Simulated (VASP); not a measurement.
# AlH5 (P-43m) in VASP: a series of runs, part 2 of 2

VASP 6.6.1. Earlier steps stand in the parts before.

## (4) Relaxation of cell and atoms, PBE

This run uses another cell than the first one, of 9.03 Å³/atom, 1.307 times its volume.

Contents of INCAR:

```
PREC     = Accurate       # precision mode
ENCUT    = 500            # plane-wave cutoff, eV
EDIFF    = 1E-7           # SCF threshold, eV
ISMEAR   = 0              # smearing method
SIGMA    = 0.1            # smearing width, eV
LREAL    = F              # projectors in reciprocal space
LASPH    = T              # aspherical terms in the spheres
NELM     = 120            # most SCF steps
ALGO     = Normal         # electronic algorithm
ISIF     = 3              # what is computed and relaxed
LWAVE    = F              # write WAVECAR
LCHARG   = F              # write CHGCAR
GGA      = PE             # functional
IBRION   = 2              # ionic algorithm
NSW      = 90             # ionic steps
EDIFFG   = -0.04          # ionic threshold
GGA_COMPAT= F            
NELMIN   = 4
```

Contents of KPOINTS:

```
Automatic mesh
0
Gamma
  4 4 4
```

Contents of POSCAR:

```
AlH5
1.0
    3.7842855500      0.0000000000      0.0000000000
    0.0000000000      3.7842855500      0.0000000000
    0.0000000000      0.0000000000      3.7842855500
Al H
1 5
Direct
    0.0000000000      0.0000000000      0.0000000000
    0.3305600700      0.3305600700      0.3305600700
    0.6694399300      0.6694399300      0.3305600700
    0.6694399300      0.3305600700      0.6694399300
    0.3305600700      0.6694399300      0.6694399300
    0.5000000000      0.5000000000      0.5000000000
```

Potentials or basis: VASP PAW PBE potentials, release 64 (Al, H).

On the command line:

```
$ cat potpaw_PBE.64/Al/POTCAR potpaw_PBE.64/H/POTCAR > POTCAR
$ mpirun -np 1 vasp_std > vasp.out
```

OUTCAR:

```text
PREC = Accurate
   ENCUT = 500
   EDIFF = 1E-7
   ISMEAR = 0
   LREAL = F
   LASPH = T
   NELM = 120
   ISIF = 3
   GGA = PE
   IBRION = 2
   NSW = 90
   EDIFFG = -0.04
   NELMIN = 4

 ion  position               nearest neighbor table
   1  0.000  0.000  0.000-
   2  0.331  0.331  0.331-
   3  0.669  0.669  0.331-
   4  0.669  0.331  0.669-
   5  0.331  0.669  0.669-
   6  0.500  0.500  0.500-

  LATTYP: Found a simple cubic cell.
 ALAT       =     3.7842855500

  Lattice vectors:

 A1 = (   3.7842855500,   0.0000000000,   0.0000000000)
 A2 = (   0.0000000000,   3.7842855500,   0.0000000000)
 A3 = (   0.0000000000,   0.0000000000,   3.7842855500)

Analysis of symmetry for initial positions (statically):
=====================================================================
 Subroutine PRICEL returns:
 Original cell was already a primitive cell.

 Routine SETGRP: Setting up the symmetry group for a
 simple cubic supercell.

 Subroutine GETGRP returns: Found 24 space group operations
 (whereof 24 operations were pure point group operations)
 out of a pool of 48 trial point group operations.

The static configuration has the point symmetry T_d .

Analysis of symmetry for dynamics (positions and initial velocities):
=====================================================================
 Subroutine PRICEL returns:
 Original cell was already a primitive cell.

 Routine SETGRP: Setting up the symmetry group for a
 simple cubic supercell.

 Subroutine GETGRP returns: Found 24 space group operations
 (whereof 24 operations were pure point group operations)
 out of a pool of 48 trial point group operations.

The dynamic configuration has the point symmetry T_d .

 Subroutine INISYM returns: Found 24 space group operations
 (whereof 24 operations are pure point group operations),
[... 112 lines left out ...]
  Thomas-Fermi vector in A             =   1.983418
   LORBIT       =      0    0 simple, 1 ext, 2 COOP (PROOUT), +10 PAW based schemes
   GGA     = PE    functional components
   LHFCALC =     F    Hartree Fock is set to
   AEXX    =    0.0000 exact exchange contribution
   IVDW    =     0    specifies the selected vdW correction
   LEPSILON=     F    determine dielectric tensor
   LRPA    =     F    only Hartree local field effects (RPA)
 conjugate gradient relaxation of ions
 non-spin polarized calculation
 Gauss-broadening in eV      SIGMA  =   0.10
  energy-cutoff  :      500.00
  volume of cell :       54.19
 maximum number of plane-waves:      1406
 NGX is ok and might be reduce to    28
   NGX = 13   NGY = 13   NGZ = 13

--------------------------------------- Ionic step        1  -------------------------------------------

 number of electron       8.0000002 magnetization

 Free energy of the ion-electron system (eV)
  ---------------------------------------------------
  ext. energy  EPLUGINS =         0.00000000
  ---------------------------------------------------
  free energy    TOTEN  =       -15.59473247 eV

  energy without entropy =      -15.58875238  energy(sigma->0) =      -15.59174242

------------------------ aborting loop because EDIFF is reached ----------------------------------------

  FORCE on cell =-STRESS in cart. coord.  units (eV):
  Direction    XX          YY          ZZ          XY          YZ          ZX
  --------------------------------------------------------------------------------------
  -------------------------------------------------------------------------------------
  Total       -3.4767845     -3.4767845     -3.4767845      0.0000000     -0.0000000      0.0000000
  in kB     -102.7866371   -102.7866371   -102.7866371      0.0000000     -0.0000000      0.0000000
  external PRESSURE =    -102.7866371 kB  Pullay stress =       0.0000000 kB
[... 67 lines left out ...]
--------------------------------------- Ionic step        3  -------------------------------------------

 number of electron       8.0000005 magnetization

 E-fermi :   1.7916     XC(G=0):  -9.3840

 val. band max:        1.7231766175   @ k =   0.5000   0.0000   0.0000
 cond. band min:       2.6485770829   @ k =   0.0000   0.0000   0.0000
 fundamental gap:      0.9254004654
 Fermi energy:         1.7915869130

 k-point     1 :       0.0000    0.0000    0.0000
  band No.  band energies     occupation
      1      -8.5465      2.00000
      2       1.1174      2.00000
      3       1.1174      2.00000
      4       1.1174      2.00000
      5       2.6486      0.00000
      6       8.1763      0.00000
      7       8.1763      0.00000
      8      14.9037      0.00000
[... 296 lines left out ...]
--------------------------------------- Ionic step        8  -------------------------------------------

 number of electron       8.0000000 magnetization

 Free energy of the ion-electron system (eV)
  ---------------------------------------------------
  ext. energy  EPLUGINS =         0.00000000
  ---------------------------------------------------
  free energy    TOTEN  =       -18.00769674 eV

  energy without entropy =      -18.00265859  energy(sigma->0) =      -18.00517767

 E-fermi :   1.5810     XC(G=0):  -9.1329

 val. band max:        1.5320398085   @ k =   0.5000   0.0000   0.0000
 cond. band min:       1.5872876754   @ k =   0.0000   0.0000   0.0000
 fundamental gap:      0.0552478669
 Fermi energy:         1.5810459974

 k-point     1 :       0.0000    0.0000    0.0000
  band No.  band energies     occupation
      1      -8.5652      2.00000
      2       0.9073      2.00000
      3       0.9073      2.00000
      4       0.9073      2.00000
      5       1.5873      0.92966
      6       7.6267      0.00000
      7       7.6267      0.00000
      8      13.3281      0.00000
[... 130 lines left out ...]
  FREE ENERGIE OF THE ION-ELECTRON SYSTEM (eV)
  ---------------------------------------------------
  free  energy   TOTEN  =       -18.0076967411 eV

  energy  without entropy=      -18.0026585937  energy(sigma->0) =      -18.00517767

 reached required accuracy - stopping structural energy minimisation
```

Run time: 72 s. Hardware: 1 thread of Intel Xeon 8259CL, shared host; peak memory 0.15 GiB.

What came out:

| Quantity | Value |
| --- | --- |
| Free energy | -18.0077 eV |
| Relaxed volume | 6.94 Å³/atom |
| Relaxed cell | a = 3.467 Å, b = 3.467 Å, c = 3.467 Å, α = 90.00°, β = 90.00°, γ = 90.00° |
| Space group after relaxing (to 0.05 Å) | P-43m (No. 215) |
| Energy gained by relaxing | 402.2 meV/atom |
| Ionic steps | 8 |
| Pressure after relaxing | -0.3 GPa |
| Largest force after relaxing | 0.024 eV/Å |
| Band gap on the k mesh | zero (band 4 reaches 1.53 eV, above the bottom of band 5 at 1.21 eV) |

Forces on the atoms (eV/Å):
```
Al   0.000  0.000  0.000
H    0.014  0.014  0.014
H   -0.014 -0.014  0.014
H   -0.014  0.014 -0.014
H    0.014 -0.014 -0.014
H    0.000  0.000  0.000
```

Step by step:
| step | energy change (eV) | largest force (eV/Å) | pressure (GPa) | volume (Å³) |
| --- | --- | --- | --- | --- |
| 1 | 0.0000 | 2.3884 | -10.28 | 54.19 |
| 2 | -1.2439 | 1.7678 | -10.82 | 49.77 |
| 3 | -1.6658 | 2.4683 | 17.79 | 37.97 |
| 4 | -2.2205 | 0.8398 | -6.43 | 44.51 |
| 5 | -2.3889 | 0.3803 | 2.07 | 41.03 |
| 6 | -2.4114 | 0.0328 | -1.00 | 42.03 |
| 7 | -2.4122 | 0.0487 | -0.38 | 41.80 |
| 8 | -2.4130 | 0.0244 | -0.30 | 41.66 |

Final structure:
```cif
data_structure
_symmetry_space_group_name_H-M 'P 1'
_symmetry_Int_Tables_number 1
_cell_length_a 3.4667
_cell_length_b 3.4667
_cell_length_c 3.4667
_cell_angle_alpha 90.000
_cell_angle_beta 90.000
_cell_angle_gamma 90.000
_cell_volume 41.66
loop_
_atom_site_label
_atom_site_type_symbol
_atom_site_fract_x
_atom_site_fract_y
_atom_site_fract_z
_atom_site_occupancy
Al1 Al 0.00000 0.00000 0.00000 1
H1 H 0.28057 0.28057 0.28057 1
H2 H 0.71943 0.71943 0.28057 1
H3 H 0.71943 0.28057 0.71943 1
H4 H 0.28057 0.71943 0.71943 1
H5 H 0.50000 0.50000 0.50000 1
```

Levels at points of the mesh, in eV from the Fermi level:
| k point | band 1 | band 2 | band 3 | band 4 | band 5 | band 6 | band 7 | band 8 |
| --- | --- | --- | --- | --- | --- | --- | --- | --- |
| (0.00, 0.00, 0.00) | -10.15 | -0.67 | -0.67 | -0.67 | 0.01 | 6.05 | 6.05 | 11.75 |
| (0.50, 0.00, 0.00) | -7.94 | -6.64 | -0.05 | -0.05 | 2.71 | 7.88 | 7.88 | 8.35 |
| (0.50, 0.50, 0.00) | -6.43 | -4.28 | -3.73 | -3.73 | 5.04 | 6.76 | 7.51 | 7.51 |
| (0.50, 0.50, 0.50) | -5.61 | -2.65 | -2.65 | -2.65 | -0.37 | 2.65 | 2.65 | 2.65 |

Caveat: the k points lie up to 0.45 Å⁻¹ apart in the final cell; the volume moved by over 15 % at a fixed basis, so the end points are rough.

## (5) The runs side by side

```tsv
task	cell	gap on the mesh (eV)	pressure (GPa)	largest force (eV/Å)
single point	a = 3.461 Å, 6 atoms	none	-0.2	0.04
single point	a = 3.784 Å, 6 atoms	none	-10.3	2.39
relaxation of cell and atoms	relaxed from a = 3.784 Å, 6 atoms	none	-0.3	0.02
```

Alike in all rows: level PBE; potentials or basis VASP PAW PBE potentials, release 64 (Al, H); no spin polarisation; k mesh 4 × 4 × 4; cutoff (eV) 500; smearing gaussian 0.1 eV.

Caveats: all runs use coarse meshes; forces of over 1 eV/Å act on the atoms, so gaps and moduli don't describe the material at rest (some runs); the volume moved by over 15 % at a fixed basis, so the end points are rough (some runs).

Absolute energies hang on the potentials; compare differences alone.
